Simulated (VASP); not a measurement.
**Al: single point with r2SCAN**

The system is Al.

```
Al
1.0
     0.00000    1.99600    1.99600
     1.99600    0.00000    1.99600
     1.99600    1.99600    0.00000
Al
1
Cartesian
  0.0000 0.0000 0.0000
```

```json
{
  "Program": "VASP 6.6.1",
  "Task": "single point",
  "Functional": "r2SCAN",
  "Potentials or basis": "VASP PAW PBE potentials, release 64 (Al)",
  "Cutoff": "520 eV",
  "k mesh": "18 × 18 × 18",
  "Occupations": "gaussian, width 0.1 eV",
  "Spin": "no spin polarisation"
}
```

| Property | Result |
| --- | --- |
| Pressure | -0.3 GPa |

Levels at points of the mesh, in eV from the Fermi level:
```
           k point  band 1  band 2  band 3  band 4  band 5
(0.00, 0.00, 0.00)  -12.10   13.53   13.53   13.53   15.73
(0.50, 0.00, 0.00)   -5.15   -4.59   12.25   12.25   12.73
(0.50, 0.50, 0.00)   -3.25   -1.67    5.47    6.18    6.18
```

Run time: 28 s on 1 thread of Intel(R) Xeon(R) 6975P-C (Granite Rapids), with other jobs on the host, peak memory 0.15 GiB.

Caveat: the PAW data sets were made with another functional, which shifts forces and pressure a little.
